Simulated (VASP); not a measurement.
A run of VASP 6.6.1:

INCAR

```
SYSTEM = LiTi2Ga4
PREC = Accurate
ENCUT = 600
EDIFF = 1E-6
ISMEAR = -1
SIGMA = 0.1
LREAL = .False.
LASPH = .True.
NELM = 100
ALGO = Normal
ISIF = 3
LWAVE = .False.
LCHARG = .False.
GGA = PE
IBRION = 2
NSW = 60
EDIFFG = -0.01
```

Contents of KPOINTS:

```
Automatic mesh
0
Gamma
  4 4 4
  0 0 0
```

Contents of POSCAR:

```
LiTi2Ga4
1.0
   -3.2629850000      3.2629850000      2.6660020000
    3.2629850000     -3.2629850000      2.6660020000
    3.2629850000      3.2629850000     -2.6660020000
Li Ga Ti
1 4 2
Direct
    0.0000000000      0.0000000000      0.0000000000
    0.3030000000      0.3030000000      0.6060000000
    0.3030000000      0.6970000000      0.0000000000
    0.6970000000      0.6970000000      0.3940000000
    0.6970000000      0.3030000000      0.0000000000
    0.7500000000      0.2500000000      0.5000000000
    0.2500000000      0.7500000000      0.5000000000
```

Potentials or basis: VASP PAW PBE potentials, release 64 (Li_sv, Ga_d, Ti_sv).

Command:

```sh
$ cat potpaw_PBE.64/Li_sv/POTCAR potpaw_PBE.64/Ga_d/POTCAR potpaw_PBE.64/Ti_sv/POTCAR > POTCAR
$ mpirun -np 1 vasp_std > vasp.out
```

Hardware: 1 thread of Oxide Virtual Turin-like Processor, on a shared host.

Task: Estimate the wall time of this run.

Result: It took 24 min on 1 thread of Oxide Virtual Turin-like Processor, with other jobs on the host, peak memory 0.35 GiB. Counts: scf iterations 98, k points 13, ion steps 11.
